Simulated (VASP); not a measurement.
## PtSe2 (Sudovikovite): single point with PBEsol+D4

The system is PtSe2 (Sudovikovite).

```
CELL_PARAMETERS angstrom
3.71775 0.00000 0.00000
-1.85887 3.21966 0.00000
0.00000 0.00000 4.53385
ATOMIC_POSITIONS crystal
Pt 0.00000 0.00000 0.00000
Se 0.33333 0.66667 0.27717
Se 0.66667 0.33333 0.72283
```

| Property | Result |
| --- | --- |
| Program | VASP 6.6.1 |
| Task | single point |
| Functional | PBEsol |
| Dispersion | D4 |
| Potentials or basis | VASP PAW PBE potentials, release 64 (Pt, Se) |
| Cutoff | 520 eV |
| k mesh | 9 × 9 × 6 |
| Occupations | fermi-dirac, width 0.15 eV |
| Spin | no spin polarisation |
| Dipole correction | no |
| Further INCAR settings | ALGO = Normal; EDIFF = 1e-07; NBANDS = 18 |

```yaml
Pressure: 5.1 GPa
Largest_force: 0.019 eV/Å
Band_gap_on_the_k_mesh: zero (band 11 reaches 8.56 eV, above the bottom of band 12 at 7.78 eV)
Dispersion_energy_per_atom: -0.321 eV
```

Forces in eV/Å, atoms in the order of the input:
```
Pt   0.000  0.000  0.000
Se   0.000  0.000  0.019
Se   0.000  0.000 -0.019
```

Levels at points of the mesh, in eV from the Fermi level:
| k point | band 9 | band 10 | band 11 | band 12 | band 13 | band 14 |
| --- | --- | --- | --- | --- | --- | --- |
| (0.00, 0.00, 0.00) | -0.99 | -0.99 | 0.84 | 0.84 | 1.08 | 2.97 |
| (0.00, 0.00, 0.50) | -2.05 | -2.05 | -1.66 | 2.71 | 2.71 | 5.14 |

Wall time 71 s on 1 thread of AMD EPYC 7R13 Processor (Zen 3), with other jobs on the host, peak memory 0.18 GiB.

Caveat: the PAW data sets were made with another functional, which shifts forces and pressure a little; spin-orbit coupling is left out, which moves the levels of the heavy elements; pairwise dispersion overbinds metals, which lowers pressure and volume.
